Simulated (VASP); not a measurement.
# YbY (P4/mmm) in VASP: relaxation of cell and atoms with PBEsol

Aim: the relaxation of cell and atoms of YbY with PBEsol.

Program: VASP 6.6.1. These are calculated values, not measurements. Logs are shortened: lines on timing, memory, paths and dates and some standing lists are left out, and cuts for length are marked.

## Step 1: The cell of the first run

The structure is tetragonal, space group P4/mmm (No. 123). Conventional cell: a = 3.741 Å, b = 3.741 Å, c = 5.290 Å, α = 90.00°, β = 90.00°, γ = 90.00°. Y (site symmetry 4/mmm) has 4 Y at 3.74 Å and 8 Yb at 3.74 Å within 4.9 Å. Yb (site symmetry 4/mmm) has 8 Y at 3.74 Å and 4 Yb at 3.74 Å within 4.9 Å.

## Step 2: Relaxation of cell and atoms, PBEsol

Contents of INCAR:

```
PREC     = Accurate       # precision mode
ENCUT    = 600            # plane-wave cutoff, eV
EDIFF    = 1E-7           # SCF threshold, eV
ISMEAR   = 1              # smearing method
SIGMA    = 0.05           # smearing width, eV
LREAL    = False          # projectors in reciprocal space
LASPH    = True           # aspherical terms in the spheres
NELM     = 100            # most SCF steps
ALGO     = Normal         # electronic algorithm
ISIF     = 3              # what is computed and relaxed
LWAVE    = False          # write WAVECAR
LCHARG   = False          # write CHGCAR
GGA      = PS             # functional
IBRION   = 2              # ionic algorithm
NSW      = 50             # ionic steps
EDIFFG   = -0.02          # ionic threshold
```

Contents of KPOINTS:

```
Automatic mesh
0
Gamma
  5 5 5
```

Contents of POSCAR:

```
YbY
1.0
    5.2900000000      0.0000000000      0.0000000000
    0.0000000000      5.2900000000      0.0000000000
    0.0000000000      0.0000000000      5.2900000000
Y Yb
2 2
Direct
    0.0000000000      0.0000000000      0.0000000000
    0.0000000000      0.5000000000      0.5000000000
    0.5000000000      0.0000000000      0.5000000000
    0.5000000000      0.5000000000      0.0000000000
```

Potentials or basis: VASP PAW PBE potentials, release 64 (Y_sv, Yb).

Run with:

```bash
$ cat potpaw_PBE.64/Y_sv/POTCAR potpaw_PBE.64/Yb/POTCAR > POTCAR
$ mpirun -np 1 vasp_std > vasp.out
```

OUTCAR:

```text
PREC = Accurate
   ENCUT = 600
   EDIFF = 1E-7
   ISMEAR = 1
   LREAL = False
   LASPH = True
   NELM = 100
   ISIF = 3
   GGA = PS
   IBRION = 2
   NSW = 50
   EDIFFG = -0.02

 ion  position               nearest neighbor table
   1  0.000  0.000  0.000-   2 3.74   3 3.74   4 3.74   2 3.74   3 3.74   2 3.74   4 3.74   2 3.74
                             3 3.74   4 3.74   3 3.74   4 3.74
   2  0.000  0.500  0.500-   1 3.74   3 3.74   4 3.74   1 3.74   4 3.74   1 3.74   3 3.74   1 3.74
                             3 3.74   4 3.74   4 3.74   3 3.74
   3  0.500  0.000  0.500-   1 3.74   2 3.74   4 3.74   1 3.74   4 3.74   2 3.74   4 3.74   4 3.74
                             1 3.74   2 3.74   1 3.74   2 3.74
   4  0.500  0.500  0.000-   1 3.74   2 3.74   3 3.74   2 3.74   3 3.74   1 3.74   3 3.74   3 3.74
                             1 3.74   2 3.74   2 3.74   1 3.74

  LATTYP: Found a simple cubic cell.
 ALAT       =     5.2900000000

  Lattice vectors:

 A1 = (   5.2900000000,   0.0000000000,   0.0000000000)
 A2 = (   0.0000000000,   5.2900000000,   0.0000000000)
 A3 = (   0.0000000000,   0.0000000000,   5.2900000000)

Analysis of symmetry for initial positions (statically):
=====================================================================
 Subroutine PRICEL returns following result:

  LATTYP: Found a simple tetragonal cell.
 ALAT       =     3.7405948725
 C/A-ratio  =     1.4142135624

  Lattice vectors:

 A1 = (   0.0000000000,   2.6450000000,  -2.6450000000)
 A2 = (   0.0000000000,   2.6450000000,   2.6450000000)
 A3 = (   5.2900000000,   0.0000000000,   0.0000000000)

   2 primitive cells build up your supercell.

 Routine SETGRP: Setting up the symmetry group for a
 simple cubic supercell.

 Subroutine GETGRP returns: Found 16 space group operations
 (whereof 16 operations were pure point group operations)
 out of a pool of 48 trial point group operations.

The static configuration has the point symmetry D_4h.

Analysis of symmetry for dynamics (positions and initial velocities):
=====================================================================
 Subroutine PRICEL returns following result:

  LATTYP: Found a simple tetragonal cell.
 ALAT       =     3.7405948725
 C/A-ratio  =     1.4142135624

  Lattice vectors:

 A1 = (   0.0000000000,   2.6450000000,  -2.6450000000)
 A2 = (   0.0000000000,   2.6450000000,   2.6450000000)
 A3 = (   5.2900000000,   0.0000000000,   0.0000000000)

[... 104 lines left out ...]
   EDIFFG = -.2E-01   stopping-criterion for IOM
   NSW    =     50    number of steps for IOM
   IBRION =      2    ionic relax: 0-MD 1-quasi-New 2-CG
   NFREE  =      1    steps in history (QN), initial steepest desc. (CG)
   ISIF   =      3    stress and relaxation
   ISYM   =      2    0-nonsym 1-usesym 2-fastsym
   POTIM  = 0.5000    time-step for ionic-motion
   TEBEG  =    0.0;   TEEND  =   0.0 temperature during run
   PSTRESS=    0.0 pullay stress
   NELECT =      70.0000    total number of electrons
   NUPDOWN=      -1.0000    fix difference up-down
   EMIN   =  10.00;   EMAX   =-10.00  energy-range for DOS
   EFERMI =   0.00;   METHOD = LEGACY
   ISMEAR =     1;   SIGMA  =   0.05  broadening in eV -4-tet -1-fermi 0-gaus
   EFERMI_NEDOS =   21; number of points for ismear=-14 and -15
   IALGO  =     38    algorithm
   IMIX   =      4    mixing-type and parameters
     AMIX     =   0.40;   BMIX     =  1.00
     AMIX_MAG =   1.60;   BMIX_MAG =  1.00
  volume/ion in A,a.u.               =      37.01       249.75
  Fermi-wavevector in a.u.,A,eV,Ry     =   1.275416  2.410187 22.132404  1.626686
  Thomas-Fermi vector in A             =   2.408129
   LORBIT       =      0    0 simple, 1 ext, 2 COOP (PROOUT), +10 PAW based schemes
   GGA     = PS    functional components
   LHFCALC =     F    Hartree Fock is set to
   AEXX    =    0.0000 exact exchange contribution
   IVDW    =     0    specifies the selected vdW correction
   LEPSILON=     F    determine dielectric tensor
   LRPA    =     F    only Hartree local field effects (RPA)
 conjugate gradient relaxation of ions
 non-spin polarized calculation
 Methfessel and Paxton  Order N= 1 SIGMA  =   0.05
  energy-cutoff  :      600.00
  volume of cell :      148.04
 maximum number of plane-waves:      4973
 NGX is ok and might be reduce to    42
   NGX = 21   NGY = 21   NGZ = 21

--------------------------------------- Ionic step        1  -------------------------------------------

 number of electron      70.0000046 magnetization

 Free energy of the ion-electron system (eV)
  ---------------------------------------------------
  ext. energy  EPLUGINS =         0.00000000
  ---------------------------------------------------
  free energy    TOTEN  =       -20.93060038 eV

  energy without entropy =      -20.93302780  energy(sigma->0) =      -20.93140952

------------------------ aborting loop because EDIFF is reached ----------------------------------------

  FORCE on cell =-STRESS in cart. coord.  units (eV):
  Direction    XX          YY          ZZ          XY          YZ          ZX
  --------------------------------------------------------------------------------------
  -------------------------------------------------------------------------------------
  Total       -4.3894072     -4.1615671     -4.1615671      0.0000000     -0.0000000      0.0000000
  in kB      -47.5061067    -45.0402161    -45.0402161      0.0000000     -0.0000000      0.0000000
  external PRESSURE =     -45.8621796 kB  Pullay stress =       0.0000000 kB
[... 25 lines left out ...]
--------------------------------------- Ionic step        2  -------------------------------------------

 number of electron      70.0000018 magnetization

 E-fermi :   2.3996     XC(G=0):  -9.9230

 val. band max:        2.3956195482   @ k =   0.2000   0.2000   0.2000
 cond. band min:       2.4258904631   @ k =   0.4000   0.2000   0.0000
 fundamental gap:      0.0302709149
 Fermi energy:         2.3995994340

 k-point     1 :       0.0000    0.0000    0.0000
  band No.  band energies     occupation
      1     -49.0900      2.00000
      2     -49.0703      2.00000
      3     -40.1622      2.00000
      4     -40.1136      2.00000
      5     -21.5247      2.00000
      6     -21.5247      2.00000
[... 912 lines left out ...]
--------------------------------------- Ionic step        5  -------------------------------------------

 number of electron      70.0000017 magnetization

 Free energy of the ion-electron system (eV)
  ---------------------------------------------------
  ext. energy  EPLUGINS =         0.00000000
  ---------------------------------------------------
  free energy    TOTEN  =       -21.35500364 eV

  energy without entropy =      -21.35094034  energy(sigma->0) =      -21.35364921

 E-fermi :   2.5385     XC(G=0): -10.0717

 val. band max:        2.5343857749   @ k =   0.2000   0.4000   0.2000
 cond. band min:       2.5563870020   @ k =   0.4000   0.2000   0.0000
 fundamental gap:      0.0220012270
 Fermi energy:         2.5384628255

 k-point     1 :       0.0000    0.0000    0.0000
  band No.  band energies     occupation
      1     -48.9287      2.00000
      2     -48.9057      2.00000
      3     -39.9327      2.00000
      4     -39.8766      2.00000
      5     -21.3783      2.00000
      6     -21.3783      2.00000
[... 830 lines left out ...]
  FREE ENERGIE OF THE ION-ELECTRON SYSTEM (eV)
  ---------------------------------------------------
  free  energy   TOTEN  =       -21.3550036362 eV

  energy  without entropy=      -21.3509403435  energy(sigma->0) =      -21.35364921

 reached required accuracy - stopping structural energy minimisation
```

OSZICAR:

```text
N       E                     dE             d eps       ncg     rms          rms(c)
DAV:   1     0.627648333606E+03    0.62765E+03   -0.28189E+04  2344   0.106E+04
[... 343 lines left out ...]
DAV:  45    -0.213550262454E+02    0.17953E-04   -0.23627E-05  2526   0.109E-01    0.358E-01
DAV:  46    -0.213550194908E+02    0.67546E-05   -0.72786E-06  2472   0.327E-02    0.170E-01
DAV:  47    -0.213550013474E+02    0.18143E-04   -0.22795E-05  2750   0.156E-01    0.133E-01
DAV:  48    -0.213550035200E+02   -0.21726E-05   -0.22279E-05  2810   0.187E-02    0.656E-02
DAV:  49    -0.213550035264E+02   -0.64156E-08   -0.16921E-06  1922   0.159E-02    0.367E-02
DAV:  50    -0.213550037192E+02   -0.19282E-06   -0.82466E-07  1894   0.139E-02    0.818E-03
DAV:  51    -0.213550036362E+02    0.83013E-07   -0.81877E-08   894   0.812E-03
   5 F= -.21355004E+02 E0= -.21353649E+02  d E =-.424403E+00
```

CONTCAR:

```text
YbY
   1.00000000000000
     4.9517258400279305   -0.0000000000000000    0.0000000000000000
     0.0000000000000000    4.9692845736796141    0.0000000000000000
     0.0000000000000000   -0.0000000000000000    4.9692845736796141
  Y               Yb
     2     2
Direct
     0.0000000000000000    0.0000000000000000    0.0000000000000000
     0.0000000000000000    0.5000000000000000    0.5000000000000000
     0.5000000000000000    0.0000000000000000    0.5000000000000000
     0.5000000000000000    0.5000000000000000    0.0000000000000000

  0.00000000E+00  0.00000000E+00  0.00000000E+00
  0.00000000E+00  0.00000000E+00  0.00000000E+00
  0.00000000E+00  0.00000000E+00  0.00000000E+00
  0.00000000E+00  0.00000000E+00  0.00000000E+00
```

Wall time 47 min (1 thread of AMD EPYC 9R14 (Zen 4), shared host); peak memory 0.36 GiB.

What came out:

| Item | Value |
| --- | --- |
| Free energy | -21.3550 eV |
| Relaxed volume | 30.57 Å³/atom |
| Relaxed cell | a = 4.952 Å, b = 4.969 Å, c = 4.969 Å, α = 90.00°, β = 90.00°, γ = 90.00° |
| Space group after relaxing (to 0.1 Å) | P4/mmm (No. 123) |
| Energy gained by relaxing | 106.1 meV/atom |
| Ionic steps | 5 |
| Pressure after relaxing | 0.1 GPa |
| Band gap on the k mesh | zero (bands 35 and 36 overlap by 0.99 eV) |

Step by step:
| step | energy change (eV) | largest force (eV/Å) | pressure (GPa) | volume (Å³) |
| --- | --- | --- | --- | --- |
| 1 | 0.0000 | 0.0000 | -4.59 | 148.04 |
| 2 | -0.4103 | 0.0000 | -0.87 | 126.48 |
| 3 | -0.4228 | 0.0000 | -0.38 | 123.68 |
| 4 | -0.4088 | 0.0000 | 1.18 | 118.19 |
| 5 | -0.4244 | 0.0000 | 0.07 | 122.28 |

Final structure:
```cif
data_structure
_symmetry_space_group_name_H-M 'P 1'
_symmetry_Int_Tables_number 1
_cell_length_a 4.9517
_cell_length_b 4.9693
_cell_length_c 4.9693
_cell_angle_alpha 90.000
_cell_angle_beta 90.000
_cell_angle_gamma 90.000
_cell_volume 122.28
loop_
_atom_site_label
_atom_site_type_symbol
_atom_site_fract_x
_atom_site_fract_y
_atom_site_fract_z
_atom_site_occupancy
Y1 Y 0.00000 0.00000 0.00000 1
Y2 Y 0.00000 0.50000 0.50000 1
Yb1 Yb 0.50000 0.00000 0.50000 1
Yb2 Yb 0.50000 0.50000 0.00000 1
```

Caveat: the volume moved by over 15 % at a fixed basis, so the end points are rough; the PAW data sets were made with another functional, which shifts forces and pressure a little; spin-orbit coupling is left out, which moves the levels of the heavy elements.

The gap in the log of VASP goes by the Fermi energy; the results here count the filled bands.